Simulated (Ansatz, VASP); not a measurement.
Given: the input of a run of Ansatz 0.2.0 on SnTe.

Contents of input:

```
crystal:
  lattice:
    - [0.0, 3.5374284581, 3.5374284581]
    - [3.5374284581, 0.0, 3.5374284581]
    - [3.5374284581, 3.5374284581, 0.0]
  atoms:
    - { symbol: Te, position: [0.25, 0.25, 0.25] }
    - { symbol: Sn, position: [0.0, 0.0, 0.0] }
hamiltonian:
  xc: hse06
  pseudopotentials: { kind: paw }
kpoints:
  mp_grid: { grid: [4, 4, 4] }
scf:
  occupations: { method: fermi_dirac, width: 0.05 }
output:
  forces: true
  stress: true
  eigenvalues: true
```

Translate it to VASP 6.6.1. Potentials there: VASP PAW PBE potentials, release 64 (Te, Sn_d).

As run (the cutoff follows the program's own potentials):

File POSCAR:

```
SnTe
1.0
    0.0000000000      3.5374284581      3.5374284581
    3.5374284581      0.0000000000      3.5374284581
    3.5374284581      3.5374284581      0.0000000000
Te Sn
1 1
Direct
    0.2500000000      0.2500000000      0.2500000000
    0.0000000000      0.0000000000      0.0000000000
```

INCAR.step1

```
  PREC = Accurate
  ENCUT = 520
  EDIFF = 1E-5
  ISMEAR = -1
  SIGMA = 0.05
  LREAL = False
  LASPH = True
  NELM = 100
  ALGO = Normal
  ISIF = 2
  LWAVE = True
  LCHARG = False
  NBANDS = 17
  GGA = PE
```

Contents of INCAR.step2:

```
  PREC = Accurate
  ENCUT = 520
  EDIFF = 1E-7
  ISMEAR = -1
  SIGMA = 0.05
  LREAL = False
  LASPH = True
  NELM = 100
  ALGO = Normal
  ISIF = 2
  LWAVE = False
  LCHARG = False
  GGA = PE
  LHFCALC = True
  HFSCREEN = 0.2079
  PRECFOCK = Normal
  NBANDS = 17
  ISTART = 1
```

File KPOINTS:

```
regular mesh
0
Gamma
  4 4 4
```

Potentials or basis: VASP PAW PBE potentials, release 64 (Te, Sn_d).

Launch:

```bash
$ cat potpaw_PBE.64/Te/POTCAR potpaw_PBE.64/Sn_d/POTCAR > POTCAR
$ cp INCAR.step1 INCAR
$ mpirun -np 1 vasp_std > vasp.out
$ cp INCAR.step2 INCAR
$ mpirun -np 1 vasp_std > vasp.out
```

Both were run:

|  | VASP | Ansatz | Ansatz less VASP |
| --- | --- | --- | --- |
| pressure (GPa) | 0.7 | 0.9 | +0.18 |

VASP's potentials hold 20 valence electrons a cell and Ansatz's 30, so a difference there can come from the potentials and not from the codes.

Spin-orbit coupling is off throughout.
